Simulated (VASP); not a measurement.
Here is a VASP 6.6.1 calculation.

Contents of POSCAR:

```
BeTe
1.0
    0.0000000000      2.8286236236      2.8286236236
    2.8286236236      0.0000000000      2.8286236236
    2.8286236236      2.8286236236      0.0000000000
Be Te
1 1
Direct
    0.0000000000      0.0000000000      0.0000000000
    0.2500000000      0.2500000000      0.2500000000
```

INCAR.step1

```
SYSTEM = BeTe
PREC     = Accurate       ! precision mode
ENCUT    = 520            ! plane-wave cutoff, eV
ISMEAR   = 0              ! smearing method
SIGMA    = 0.01           ! smearing width, eV
LREAL    = .FALSE.        ! projectors in reciprocal space
LASPH    = .TRUE.         ! aspherical terms in the spheres
NELM     = 60             ! most SCF steps
NBANDS   = 11             ! bands
GGA      = PE             ! functional
ALGO     = Normal         ! electronic algorithm
EDIFF    = 1E-4           ! SCF threshold, eV
LWAVE    = .TRUE.         ! write WAVECAR
LCHARG   = .FALSE.        ! write CHGCAR
```

INCAR.step2

```
SYSTEM = BeTe
PREC     = Accurate       ! precision mode
ENCUT    = 520            ! plane-wave cutoff, eV
EDIFF    = 1E-6           ! SCF threshold, eV
ISMEAR   = 0              ! smearing method
SIGMA    = 0.01           ! smearing width, eV
LREAL    = .FALSE.        ! projectors in reciprocal space
LASPH    = .TRUE.         ! aspherical terms in the spheres
NELM     = 60             ! most SCF steps
ALGO     = Normal         ! electronic algorithm
ISIF     = 2              ! what is computed and relaxed
LWAVE    = .FALSE.        ! write WAVECAR
LCHARG   = .TRUE.         ! write CHGCAR
METAGGA  = R2SCAN         ! meta-GGA
LMIXTAU  = .TRUE.       
LELF     = .TRUE.         ! ELF
LVHAR    = .TRUE.       
NBANDS   = 11             ! bands
ISTART   = 1
```

Contents of KPOINTS:

```
regular mesh
0
G
  8 8 8
  0 0 0
```

Potentials or basis: VASP PAW PBE potentials, release 64 (Be, Te).

Launch:

```bash
$ cat potpaw_PBE.64/Be/POTCAR potpaw_PBE.64/Te/POTCAR > POTCAR
$ cp INCAR.step1 INCAR
$ mpirun -np 1 vasp_std > vasp.out
$ cp INCAR.step2 INCAR
$ mpirun -np 1 vasp_std > vasp.out
```

Predict the band gap on the k mesh.

2.37 eV, indirect (least direct gap 4.03 eV).

What does it give for the pressure?

0.2 GPa.

Caveat: the PAW data sets were made with another functional, which shifts forces and pressure a little; spin-orbit coupling is left out, which moves the levels of the heavy elements. r2SCAN opens gaps a little over a GGA but as a rule still falls short of measured ones.
